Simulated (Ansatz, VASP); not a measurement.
# Two plane-wave programs on Mg3BiSb

The input INCAR:

```
SYSTEM = Mg3BiSb
ALGO = Fast
EDIFF = 1E-6
EDIFFG = -0.01
ENCUT = 600
GGA = PE
IBRION = 2
ISIF = 3
ISMEAR = 0
LASPH = .TRUE.
LCHARG = .FALSE.
LREAL = .FALSE.
LWAVE = .FALSE.
NELM = 60
NSW = 100
PREC = Accurate
SIGMA = 0.01
```

KPOINTS

```
k-points
0
G
  12 12 6
  0 0 0
```

The input POSCAR:

```
Mg3BiSb
1.0
    4.6643404625      0.0000000000      0.0000000000
   -2.3321702313      4.0394373324      0.0000000000
    0.0000000000      0.0000000000      7.3603450000
Mg Sb Bi
3 1 1
Direct
    0.0000000000      0.0000000000      0.0044930000
    0.3333333300      0.6666666700      0.3649360000
    0.6666666700      0.3333333300      0.6258560000
    0.6666666700      0.3333333300      0.2250700000
    0.3333333300      0.6666666700      0.7796450000
```

Input for Ansatz:

```yaml
crystal:
  lattice:
    - [4.6643404625, 0.0, 0.0]
    - [-2.3321702313, 4.0394373324, 0.0]
    - [0.0, 0.0, 7.360345]
  atoms:
    - { symbol: Mg, position: [0.0, 0.0, 0.004493] }
    - { symbol: Mg, position: [0.33333333, 0.66666667, 0.364936] }
    - { symbol: Mg, position: [0.66666667, 0.33333333, 0.625856] }
    - { symbol: Sb, position: [0.66666667, 0.33333333, 0.22507] }
    - { symbol: Bi, position: [0.33333333, 0.66666667, 0.779645] }
basis:
  ecutwfc: 420
kpoints:
  mp_grid: { grid: [12, 12, 6] }
hamiltonian:
  xc: pbe
scf:
  occupations: { method: gaussian, width: 0.01 }
output:
  forces: true
  stress: true
  eigenvalues: true
relax:
  adjacent_minimum: "off"
  f_tol: 0.01
  max_steps: 80
  cell: { stress_tol: 0.05 }
```

Alike in both runs: task relaxation of cell and atoms; functional PBE; k mesh 12 × 12 × 6; occupations gaussian, width 0.01 eV; no spin polarisation.

|  | VASP | Ansatz |
| --- | --- | --- |
| version | VASP 6.6.1 | Ansatz 0.2.0 |
| potentials or method | VASP PAW PBE potentials, release 64 (Mg, Sb, Bi_d), cutoff 600 eV | scalar-relativistic, plane waves, PAW |
| valence electrons in the cell | 26 | 60 |

Ansatz gave:

| Quantity | Value |
| --- | --- |
| gap on the k mesh at the Fermi level, each at its own relaxed structure (eV) | none |
| relaxed volume (Å³/atom) | 27.58 |
| relaxed length of the cell vector where the two differ most in proportion (Å) | 7.362 |

**Question.** Estimate VASP's values.

**Answer.** gap on the k mesh at the Fermi level, each at its own relaxed structure (eV): none; relaxed volume (Å³/atom): 27.56; relaxed length of the cell vector where the two differ most in proportion (Å): 7.359.

A gap of «none» marks a metal or a gap that the smearing closes. VASP's potentials hold 26 valence electrons a cell and Ansatz's 60, so a difference there can come from the potentials and not from the codes.

Neither program's run includes spin-orbit coupling.
